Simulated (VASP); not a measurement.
# KF (Fm-3m) in VASP: settings compared, part 2 of 2

VASP 6.6.1.

**3. Single point, PBE+D3(BJ)+U**

File INCAR:

```
PREC     = Accurate       # precision mode
ENCUT    = 600            # plane-wave cutoff, eV
EDIFF    = 1E-6           # SCF threshold, eV
ISMEAR   = 1              # smearing method
SIGMA    = 0.1            # smearing width, eV
LREAL    = F              # projectors in reciprocal space
LASPH    = T              # aspherical terms in the spheres
NELM     = 200            # most SCF steps
ALGO     = Normal         # electronic algorithm
ISIF     = 2              # what is computed and relaxed
LWAVE    = F              # write WAVECAR
LCHARG   = F              # write CHGCAR
LDAU     = T              # DFT+U
LDAUTYPE = 2            
LDAUL    = -1 1           # shell
LDAUU    = 0 6.4          # U, eV
LDAUJ    = 0 0          
LDAUPRINT= 1            
GGA      = PE             # functional
IVDW     = 12             # dispersion correction
NBANDS   = 15             # bands
GGA_COMPAT= F
```

File KPOINTS:

```
Automatic mesh
0
Gamma
  6 6 6
```

File POSCAR:

```
KF
1.0
    0.0000000000      2.6544134050      2.6544134050
    2.6544134050      0.0000000000      2.6544134050
    2.6544134050      2.6544134050      0.0000000000
K F
1 1
Direct
    0.0000000000      0.0000000000      0.0000000000
    0.5000000000      0.5000000000      0.5000000000
```

Potentials or basis: VASP PAW PBE potentials, release 64 (K_sv, F).

Launch:

```bash
cat potpaw_PBE.64/K_sv/POTCAR potpaw_PBE.64/F/POTCAR > POTCAR
mpirun -np 1 vasp_std > vasp.out
```

OUTCAR:

```text
PREC = Accurate
   ENCUT = 600
   EDIFF = 1E-6
   ISMEAR = 1
   LREAL = F
   LASPH = T
   NELM = 200
   ISIF = 2
   GGA = PE
   IVDW = 12
 IVDW          = 12

 ion  position               nearest neighbor table
   1  0.000  0.000  0.000-   2 2.65   2 2.65   2 2.65   2 2.65   2 2.65   2 2.65
   2  0.500  0.500  0.500-   1 2.65   1 2.65   1 2.65   1 2.65   1 2.65   1 2.65

  LATTYP: Found a face centered cubic cell.
 ALAT       =     5.3088268100

  Lattice vectors:

[... 468 lines left out ...]

------------------------ aborting loop because EDIFF is reached ----------------------------------------

 Edisp (eV)   -0.32273

 E8    (eV) :    -0.1529

  FORCE on cell =-STRESS in cart. coord.  units (eV):
  Direction    XX          YY          ZZ          XY          YZ          ZX
  --------------------------------------------------------------------------------------
  -------------------------------------------------------------------------------------
  Total      -0.09408    -0.09408    -0.09408     0.00000     0.00000     0.00000
  in kB      -4.02988    -4.02988    -4.02988     0.00000     0.00000     0.00000
  external pressure =       -4.03 kB  Pullay stress =        0.00 kB

 VOLUME and BASIS-vectors are now :
 -----------------------------------------------------------------------------
  energy-cutoff  :      600.00
  volume of cell :       37.41
      direct lattice vectors                 reciprocal lattice vectors
     0.000000000  2.654413405  2.654413405    -0.188365535  0.188365535  0.188365535
     2.654413405  0.000000000  2.654413405     0.188365535 -0.188365535  0.188365535
     2.654413405  2.654413405  0.000000000     0.188365535  0.188365535 -0.188365535

 POSITION                                       TOTAL-FORCE (eV/Angst)
 -----------------------------------------------------------------------------------
      0.00000      0.00000      0.00000        -0.000000     -0.000000      0.000000
      2.65441      2.65441      2.65441         0.000000      0.000000     -0.000000
 -----------------------------------------------------------------------------------
    total drift:                                0.000000      0.000000      0.000000

  FREE ENERGIE OF THE ION-ELECTRON SYSTEM (eV)
  ---------------------------------------------------
  free  energy   TOTEN  =        -4.9023635698 eV

  energy  without entropy=       -4.9101363001  energy(sigma->0) =       -4.90495448
```

stdout:

```text
POSCAR found type information on POSCAR K F
 POSCAR found :  2 types and       2 ions
 scaLAPACK will be used
 LDA part: xc-table for (Slater+PW92), standard interpolation
 POSCAR, INCAR and KPOINTS ok, starting setup
 FFT: planning ... GRIDC
 FFT: planning ... GRID_SOFT
 FFT: planning ... GRID
 WAVECAR not read
 entering main loop
```

Run time: 13 s. Hardware: 1 thread of AMD EPYC 7R43 (Zen 3), shared host; peak memory 0.15 GiB.

Results:

```
Free energy                : -4.9024 eV
Pressure                   : -0.4 GPa
Band gap on the k mesh     : 6.89 eV
Dispersion energy per atom : -0.161 eV
```

Caveat: three body term missing.

**4. Single point, PBE**

This run uses another cell than the first one, of 21.88 Å³/atom.

File INCAR:

```
PREC     = Accurate       # precision mode
ENCUT    = 600            # plane-wave cutoff, eV
EDIFF    = 1E-6           # SCF threshold, eV
ISMEAR   = 0              # smearing method
SIGMA    = 0.01           # smearing width, eV
LREAL    = F              # projectors in reciprocal space
LASPH    = T              # aspherical terms in the spheres
NELM     = 120            # most SCF steps
ALGO     = Normal         # electronic algorithm
ISIF     = 2              # what is computed and relaxed
LWAVE    = F              # write WAVECAR
LCHARG   = F              # write CHGCAR
GGA      = PE             # functional
NBANDS   = 15             # bands
GGA_COMPAT= F
```

File KPOINTS:

```
Automatic mesh
0
Gamma
  8 8 8
```

File POSCAR:

```
KF
1.0
    0.0000000000      2.7970303735      2.7970303735
    2.7970303735      0.0000000000      2.7970303735
    2.7970303735      2.7970303735      0.0000000000
K F
1 1
Direct
    0.0000000000      0.0000000000      0.0000000000
    0.5000000000      0.5000000000      0.5000000000
```

Launch:

```bash
cat potpaw_PBE.64/K_sv/POTCAR potpaw_PBE.64/F/POTCAR > POTCAR
mpirun -np 1 vasp_std > vasp.out
```

Wall time 18 s (1 thread of AMD EPYC 7R13 (Zen 3), shared host); peak memory 0.15 GiB.

The run converged. Its results:

```
Free energy            : -8.2758 eV
Pressure               : -2.2 GPa
Band gap on the k mesh : 5.50 eV
```

Levels at points of the mesh, in eV from the valence-band top:
```csv
k point,band 5,band 6,band 7,band 8,band 9,band 10,band 11,band 12
"(0.00, 0.00, 0.00)",-9.88,0.00,0.00,0.00,5.50,10.28,10.28,10.28
"(0.50, 0.00, 0.00)",-9.90,-0.65,-0.25,-0.25,8.49,9.63,11.42,11.42
"(0.50, 0.50, 0.00)",-10.01,-0.26,-0.08,-0.08,8.05,9.56,10.76,12.88
```

**5. Single point, PBE**

Changes to INCAR since step 4:

```diff
@@ -4,3 +4,3 @@
 ISMEAR   = 0              # smearing method
-SIGMA    = 0.01           # smearing width, eV
+SIGMA    = 0.1            # smearing width, eV
 LREAL    = F              # projectors in reciprocal space
@@ -14,2 +14,3 @@
 NBANDS   = 15             # bands
+ISYM     = 0            
 GGA_COMPAT= F
```

File KPOINTS:

```
Automatic mesh
0
Gamma
  3 4 8
  0 0 0.5
```

File POSCAR:

```
KF
1.0
    0.0000000000      2.6544134050      2.6544134050
    2.6544134050      0.0000000000      2.6544134050
    2.6544134050      2.6544134050      0.0000000000
K F
1 1
Direct
    0.0000000000      0.0000000000      0.0000000000
    0.5000000000      0.5000000000      0.5000000000
```

Launch:

```bash
cat potpaw_PBE.64/K_sv/POTCAR potpaw_PBE.64/F/POTCAR > POTCAR
mpirun -np 1 vasp_std > vasp.out
```

Run time: 24 s. Hardware: 1 thread of AMD EPYC 7R13 (Zen 3), shared host; peak memory 0.16 GiB.

Results (log left out):

```yaml
Free_energy: -8.2826 eV
Pressure: 2.1 GPa
Band_gap_on_the_k_mesh: 6.40 eV
```

Levels at points of the mesh, in eV from the valence-band top:
```tsv
k point	band 6	band 7	band 8	band 9	band 10	band 11
(0.00, 0.00, 0.06)	-0.02	0.00	0.00	6.40	10.68	10.80
```

Caveat: the k points lie up to 0.59 Å⁻¹ apart; a shifted mesh leaves out Γ, where band edges can lie.

**6. Overview**

| level | U | cell | k mesh | smearing | gap on the mesh (eV) | pressure (GPa) |
| --- | --- | --- | --- | --- | --- | --- |
| PBE+U | F p U = 2.6 eV | a = 3.754 Å, angles 60.0°, 2 atoms | 6 × 6 × 6 | gaussian 0.1 eV | 6.51 | 1.7 |
| PBE+D3(BJ)+U | F p U = 6.4 eV | a = 3.754 Å, angles 60.0°, 2 atoms | 6 × 6 × 6 | methfessel-paxton 0.1 eV | 6.89 | -0.4 |
| PBE | - | a = 3.956 Å, angles 60.0°, 2 atoms | 8 × 8 × 8 | gaussian 0.01 eV | 5.50 | -2.2 |
| PBE | - | a = 3.754 Å, angles 60.0°, 2 atoms | 3 × 4 × 8, shifted | gaussian 0.1 eV | 6.40 | 2.1 |

Alike in all rows: task single point; potentials or basis VASP PAW PBE potentials, release 64 (K_sv, F); no spin polarisation; cutoff (eV) 600.

Caveats: some runs use coarse meshes; three body term missing (at least some runs); a shifted mesh leaves out Γ, where band edges can lie (at least some runs).

Total energies depend on the potentials used, so only differences within one code and one set of settings carry meaning.
